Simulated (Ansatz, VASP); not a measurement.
TiB2 in VASP and in Ansatz

```
Ti B
1.0
     2.98437    0.00000    0.00000
    -1.49219    2.58454    0.00000
     0.00000    0.00000    3.32612
Ti B
1 2
Direct
  0.00000 0.00000 0.00000
  0.33333 0.66667 0.50000
  0.66667 0.33333 0.50000
```

Alike in both runs: task relaxation of cell and atoms; functional PBEsol; k mesh 18 × 18 × 12; occupations gaussian, width 0.1 eV; no spin polarisation.

```csv
,VASP,Ansatz
version,VASP 6.6.1,Ansatz 0.2.0
potentials or method,"VASP PAW PBE potentials, release 64 (Ti_sv, B), cutoff 600 eV","scalar-relativistic, plane waves, PAW"
valence electrons in the cell,18,18
```

```csv
,VASP,Ansatz,Ansatz less VASP
"gap on the k mesh at the Fermi level, each at its own relaxed structure (eV)",none,none,-
relaxed volume (Å³/atom),8.38,8.37,-0.010
relaxed cell length with the largest relative difference (Å),3.018,3.017,-0.0013
```

VASP's potentials were made for PBE, not for PBEsol. A gap of «none» marks a metal or a gap that the smearing closes.
